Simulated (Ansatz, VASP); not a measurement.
# Two plane-wave programs on TiO2

Contents of POSCAR:

```
TiO2
1.0
   -1.9077877987      1.9077877987      4.7253096290
    1.9077877987     -1.9077877987      4.7253096290
    1.9077877987      1.9077877987     -4.7253096290
Ti O
2 4
Direct
    0.7500000000      0.2500000000      0.5000000000
    0.0000000000      0.0000000000      0.0000000000
    0.5410001623      0.0410001623      0.5000000000
    0.7910001623      0.7910001623      0.0000000000
    0.2089998377      0.2089998377      0.0000000000
    0.9589998377      0.4589998377      0.5000000000
```

The input INCAR.step1:

```
ALGO = Normal ; EDIFF = 1E-4
ENCUT = 520 ; GGA = PE
ISMEAR = 0 ; LASPH = T
LCHARG = F ; LREAL = F
LWAVE = T ; NBANDS = 33
NELM = 60 ; PREC = Accurate
SIGMA = 0.01
```

INCAR.step2

```
ALGO = Normal ; EDIFF = 1E-6
ENCUT = 520 ; ISIF = 2
ISMEAR = 0 ; ISTART = 1
LASPH = T ; LCHARG = T
LELF = T ; LMIXTAU = T
LREAL = F ; LVHAR = T
LWAVE = F ; METAGGA = R2SCAN
NBANDS = 33 ; NELM = 60
PREC = Accurate ; SIGMA = 0.01
```

Contents of KPOINTS:

```
k-points
0
Gamma
  10 10 10
```

Input for Ansatz:

```yaml
crystal:
  lattice:
    - [-1.9077877987, 1.9077877987, 4.725309629]
    - [1.9077877987, -1.9077877987, 4.725309629]
    - [1.9077877987, 1.9077877987, -4.725309629]
  atoms:
    - { symbol: Ti, position: [0.75, 0.25, 0.5] }
    - { symbol: Ti, position: [0.0, 0.0, 0.0] }
    - { symbol: O, position: [0.5410001623, 0.0410001623, 0.5] }
    - { symbol: O, position: [0.7910001623, 0.7910001623, 0.0] }
    - { symbol: O, position: [0.2089998377, 0.2089998377, 0.0] }
    - { symbol: O, position: [0.9589998377, 0.4589998377, 0.5] }
kpoints:
  mp_grid: { grid: [10, 10, 10] }
  band_path:
    path:
      - [0.0, 0.0, 0.0]
      - [0.0, 0.0, 0.5]
      - [0.25, 0.25, 0.25]
      - [0.0, 0.5, 0.0]
      - [0.5, 0.5, -0.5]
      - [0.2888485976, 0.7111514024, -0.2888485976]
      - [-0.2888485976, 0.2888485976, 0.2888485976]
      - [-0.0776971953, 0.0776971953, 0.5]
      - [0.5, 0.5, -0.0776971953]
      - [0.3, 0.3, -0.3]
      - [0.0, 0.0, 0.442708]
    npoints: 1
hamiltonian:
  xc: r2scan
scf:
  occupations: { method: fixed }
  n_extra_bands: 5
output:
  forces: true
  stress: true
  eigenvalues: true
```

Change from the starting cell: epitaxial_xy strain +1.0%.

Alike in both runs: task single point; functional r2SCAN; k mesh 10 × 10 × 10; no spin polarisation.

|  | VASP | Ansatz |
| --- | --- | --- |
| version | VASP 6.6.1 | Ansatz 0.2.0 |
| potentials or method | VASP PAW PBE potentials, release 64 (Ti_sv, O) | plane waves, PAW |
| plane-wave cutoff (eV) | 520 | 500 |
| occupations | gaussian, width 0.01 eV | fixed |
| valence electrons in the cell | 48 | 48 |

```tsv
	VASP	Ansatz	Ansatz less VASP
gap on the k mesh at the Fermi level (eV)	2.47	2.45	-0.021
pressure (GPa)	-0.8	-2.0	-1.20
traceless stress, the component that is largest in VASP (GPa)	2.00	2.01	+0.013
rms of the force components (eV/Å)	0.015	0.000	-0.0152
```

VASP's potentials were made for PBE, not for r2SCAN. Atom by atom the forces differ by 0.015 eV/Å (rms over components).
